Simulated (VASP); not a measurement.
# Eu (Im-3m) in VASP: notebook, part 2 of 2

VASP 6.6.1. The steps go on from the part before.

**5. Single point, PBEsol, non-collinear spin, typed start, spin-orbit coupling**

Contents of INCAR:

```
PREC = Accurate ; ENCUT = 520
EDIFF = 1E-6 ; ISMEAR = -1
SIGMA = 0.05 ; LREAL = False
LASPH = True ; NELM = 150
ALGO = Normal ; ISIF = 2
LWAVE = False ; LCHARG = True
MAGMOM = 0 0 7 ; LORBIT = 11
LSORBIT = True ; GGA_COMPAT = False
LORBMOM = True ; LMAXMIX = 6
GGA = PS ; LVHAR = True
NBANDS = 28
```

Contents of KPOINTS:

```
Automatic mesh
0
Gamma
  8 8 8
```

Contents of POSCAR:

```
Eu
1.0
   -2.3030000000      2.3030000000      2.3030000000
    2.3030000000     -2.3030000000      2.3030000000
    2.3030000000      2.3030000000     -2.3030000000
Eu
1
Direct
    0.0000000000      0.0000000000      0.0000000000
```

Potentials or basis: VASP PAW PBE potentials, release 64 (Eu).

Command:

```console
> cat potpaw_PBE.64/Eu/POTCAR > POTCAR
> mpirun -np 1 vasp_ncl > vasp.out
```

OUTCAR:

```text
PREC = Accurate
   ENCUT = 520
   EDIFF = 1E-6
   ISMEAR = -1
   LREAL = False
   LASPH = True
   NELM = 150
   ISIF = 2
   LORBIT = 11
   LSORBIT = True
   GGA = PS

 ion  position               nearest neighbor table
   1  0.000  0.000  0.000-

  LATTYP: Found a body centered cubic cell.
 ALAT       =     4.6060000000

  Lattice vectors:

 A1 = (  -2.3030000000,   2.3030000000,   2.3030000000)
 A2 = (   2.3030000000,  -2.3030000000,   2.3030000000)
 A3 = (   2.3030000000,   2.3030000000,  -2.3030000000)

Analysis of symmetry for initial positions (statically):
=====================================================================
 Subroutine PRICEL returns:
 Original cell was already a primitive cell.

 Routine SETGRP: Setting up the symmetry group for a
 body centered cubic supercell.

 Subroutine GETGRP returns: Found 48 space group operations
 (whereof 48 operations were pure point group operations)
 out of a pool of 48 trial point group operations.

The static configuration has the point symmetry O_h .

Analysis of symmetry for dynamics (positions and initial velocities):
[... 953 lines left out ...]

  energy  without entropy=      -12.1215565370  energy(sigma->0) =      -12.12972538

 orbital moment (x)

 # of ion     p       d       f       tot
 ------------------------------------------------
  1        -0.000   0.000   0.000  -0.000
 ------------------------------------------------
           -0.000   0.000   0.000  -0.000

 orbital moment (y)

 # of ion     p       d       f       tot
 ------------------------------------------------
  1        -0.000  -0.000  -0.000  -0.000
 ------------------------------------------------
           -0.000  -0.000  -0.000  -0.000

 orbital moment (z)

 # of ion     p       d       f       tot
 ------------------------------------------------
  1        -0.014  -0.008  -0.173  -0.195
 ------------------------------------------------
           -0.014  -0.008  -0.173  -0.195

 Spin-Orbit-Coupling matrix elements

 Ion:    1  E_soc:     -1.1379674
 l=   1
     0.0000000    -0.1534560    -0.1537404
    -0.1534560     0.0000000    -0.1534560
    -0.1537404    -0.1534560     0.0000000
 l=   2
     0.0000000     0.0000528     0.0000000     0.0000528    -0.0005663
     0.0000528     0.0000000    -0.0002488    -0.0000021    -0.0000824
     0.0000000    -0.0002488     0.0000000    -0.0002488     0.0000000
     0.0000528    -0.0000021    -0.0002488     0.0000000    -0.0000824
    -0.0005663    -0.0000824     0.0000000    -0.0000824     0.0000000
 l=   3
     0.0000000    -0.0051310     0.0000000     0.0000000     0.0000000    -0.0051104    -0.0079140
    -0.0051310     0.0000000    -0.0084980     0.0000000    -0.0084980    -0.0031591    -0.0051310
     0.0000000    -0.0084980     0.0000000    -0.0204218    -0.0008811    -0.0084647     0.0000000
     0.0000000     0.0000000    -0.0204218     0.0000000    -0.0204218     0.0000000     0.0000000
     0.0000000    -0.0084980    -0.0008811    -0.0204218     0.0000000    -0.0084647     0.0000000
    -0.0051104    -0.0031591    -0.0084647     0.0000000    -0.0084647     0.0000000    -0.0051104
    -0.0079140    -0.0051310     0.0000000     0.0000000     0.0000000    -0.0051104     0.0000000

 total charge

# of ion       s       p       d       f       tot
--------------------------------------------------
    1        2.075   5.726   0.238   6.668  14.707

 magnetization (x)

# of ion       s       p       d       f       tot
--------------------------------------------------
    1        0.000   0.000   0.000   0.000   0.000

 magnetization (y)

# of ion       s       p       d       f       tot
--------------------------------------------------
    1        0.000   0.000   0.000   0.000   0.000

 magnetization (z)

# of ion       s       p       d       f       tot
--------------------------------------------------
    1       -0.003  -0.080   0.126   6.629   6.672
```

stdout:

```text
POSCAR found type information on POSCAR Eu
 POSCAR found :  1 types and       1 ions
 scaLAPACK will be used
 -----------------------------------------------------------------------------
|                                                                             |
|                                                                             |
|     You enforced a specific xc type in the INCAR file but a different       |
|     I HOPE YOU KNOW WHAT YOU ARE DOING!                                     |
|                                                                             |
 -----------------------------------------------------------------------------

 LDA part: xc-table for (Slater+PW92), standard interpolation
 POSCAR, INCAR and KPOINTS ok, starting setup
 FFT: planning ... GRIDC
 FFT: planning ... GRID_SOFT
 FFT: planning ... GRID
 WAVECAR not read
 entering main loop
```

It took 6.5 min on 1 thread of Intel Xeon Platinum 8259CL at 2.50GHz (Skylake/Cascade Lake), shared host; peak memory 0.39 GiB.

Results:

```yaml
Free_energy: -12.1379 eV
Pressure: -3.0 GPa
Net_moment: 7.33 μB per cell
Valence_electrons_inside_the_program's_atomic_spheres: Eu 14.71
```

Moments on the atoms (μB; x, y, z):
```
Eu  0.00 0.00 6.67
```

Caveat: the PAW data sets were made with another functional, which shifts forces and pressure a little. The state reached can hang on the start; a lower one may exist.

**6. Summary**

```tsv
level	potentials or basis	spin	smearing	gap on the mesh (eV)	pressure (GPa)	moment (μB)
PBE	VASP PAW PBE potentials, release 64 (Eu)	collinear, ferromagnetic start	gaussian 0.05 eV	none	-1.8	7.37
PBE+D3(BJ)	VASP PAW PBE potentials, release 64 (Eu_2), 4f in core	collinear, ferromagnetic start	fermi-dirac 0.1 eV	none	-1.9	0.00
PBEsol	VASP PAW PBE potentials, release 64 (Eu)	non-collinear, typed start, SOC	fermi-dirac 0.05 eV	-	-3.0	7.33
```

Alike in all rows: task single point; cell a = 3.989 Å, angles 109.5°, 1 atom; k mesh 8 × 8 × 8; cutoff (eV) 520.

Caveats: spin-orbit coupling is left out, which moves the levels of the heavy elements (some runs); three body term missing (some runs); the 4f electrons are frozen in the core, so they carry no moment and show no levels (some runs); pairwise dispersion overbinds metals, which lowers pressure and volume (some runs); the PAW data sets were made with another functional, which shifts forces and pressure a little (some runs).

Total energies depend on the potentials used, so only differences within one code and one set of settings carry meaning.
